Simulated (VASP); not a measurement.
Here is a VASP 6.6.1 calculation.

The input INCAR:

```
SYSTEM = CaS
PREC     = Accurate       ! precision mode
ENCUT    = 500            ! plane-wave cutoff, eV
EDIFF    = 1E-7           ! SCF threshold, eV
ISMEAR   = -1             ! smearing method
SIGMA    = 0.1            ! smearing width, eV
LREAL    = .False.        ! projectors in reciprocal space
LASPH    = .True.         ! aspherical terms in the spheres
NELM     = 120            ! most SCF steps
ALGO     = Normal         ! electronic algorithm
ISIF     = 3              ! what is computed and relaxed
LWAVE    = .False.        ! write WAVECAR
LCHARG   = .False.        ! write CHGCAR
GGA      = PE             ! functional
IBRION   = 2              ! ionic algorithm
NSW      = 60             ! ionic steps
EDIFFG   = -0.01          ! ionic threshold
GGA_COMPAT= .False.      
NELMIN   = 4
```

KPOINTS

```
Automatic mesh
0
Gamma
  6 6 6
  0 0 0
```

POSCAR

```
CaS
1.0
    0.0000000000      2.8184960000      2.8184960000
    2.8184960000      0.0000000000      2.8184960000
    2.8184960000      2.8184960000      0.0000000000
Ca S
1 1
Direct
    0.0000000000      0.0000000000      0.0000000000
    0.5000000000      0.5000000000      0.5000000000
```

Potentials or basis: VASP PAW PBE potentials, release 64 (Ca_sv, S).

The run is started by

```sh
$ cat potpaw_PBE.64/Ca_sv/POTCAR potpaw_PBE.64/S/POTCAR > POTCAR
$ mpirun -np 1 vasp_std > vasp.out
```

(1) Predict the relaxed cell.

(2) Estimate the relaxed volume.

(3) What does it give for the band gap on the k mesh?

Results:

(1) a = 4.042 Å, b = 4.042 Å, c = 4.042 Å, α = 60.00°, β = 60.00°, γ = 60.00°.

(2) 23.35 Å³/atom.

(3) 2.38 eV, indirect (least direct gap 3.18 eV).
